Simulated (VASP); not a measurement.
A run of VASP 6.6.1 is set up as follows.

Contents of INCAR:

```
PREC     = Accurate       # precision mode
ENCUT    = 520            # plane-wave cutoff, eV
EDIFF    = 1E-7           # SCF threshold, eV
ISMEAR   = -1             # smearing method
SIGMA    = 0.05           # smearing width, eV
LREAL    = F              # projectors in reciprocal space
LASPH    = T              # aspherical terms in the spheres
NELM     = 60             # most SCF steps
ALGO     = Normal         # electronic algorithm
ISIF     = 2              # what is computed and relaxed
LWAVE    = F              # write WAVECAR
LCHARG   = F              # write CHGCAR
GGA      = PE             # functional
NBANDS   = 86             # bands
```

File KPOINTS:

```
regular mesh
0
Gamma
  5 5 1
```

File POSCAR:

```
Zn12P
1.0
    5.3200000000      0.0000000000      0.0000000000
    2.6600000000      4.6072550000      0.0000000000
    0.0000000000      0.0000000000     15.9369600000
Zn P
12 1
Direct
    0.0000000000      0.0000000000      0.0627472241
    0.5000000000      0.0000000000      0.0627472241
   -0.0000000543      0.5000001085      0.0627472241
    0.4999999457      0.5000001085      0.0627472241
   -0.1664099066      0.3391555275      0.2147737084
    0.3395478728      0.3389004950      0.2144379480
   -0.1683793900      0.8473320882      0.2146738148
    0.3317895166      0.8462739744      0.2178894218
   -0.0031066975      0.0103645229      0.3781955279
    0.5095431088     -0.0144956162      0.3935387928
    0.0284204803      0.4901838513      0.3520304374
    0.4793813250      0.4901636658      0.3674806237
    0.7649340251      0.5217714235      0.4709519256
```

Potentials or basis: VASP PAW PBE potentials, release 64 (Zn, P).

Run with:

```console
$ cat potpaw_PBE.64/Zn/POTCAR potpaw_PBE.64/P/POTCAR > POTCAR
$ mpirun -np 1 vasp_std > vasp.out
```

Q: Predict the band gap on the k mesh.

A: Zero (an odd number of electrons rules out a gap without spin polarisation).

Q: What does it give for the largest force?

A: 0.138 eV/Å.

Forces in eV/Å, atoms in the order of the input:
```
Zn   0.044 -0.077  0.011
Zn  -0.011  0.095 -0.020
Zn   0.138 -0.005 -0.005
Zn  -0.111  0.025 -0.036
Zn  -0.004  0.007  0.005
Zn  -0.008  0.004 -0.013
Zn  -0.007  0.008  0.010
Zn  -0.007  0.009  0.007
Zn  -0.010  0.002  0.045
Zn  -0.008 -0.014  0.022
Zn  -0.008  0.002  0.001
Zn   0.009  0.000 -0.041
P   -0.017 -0.055  0.015
```

Caveat: there is no dipole correction, which matters where the two faces differ.
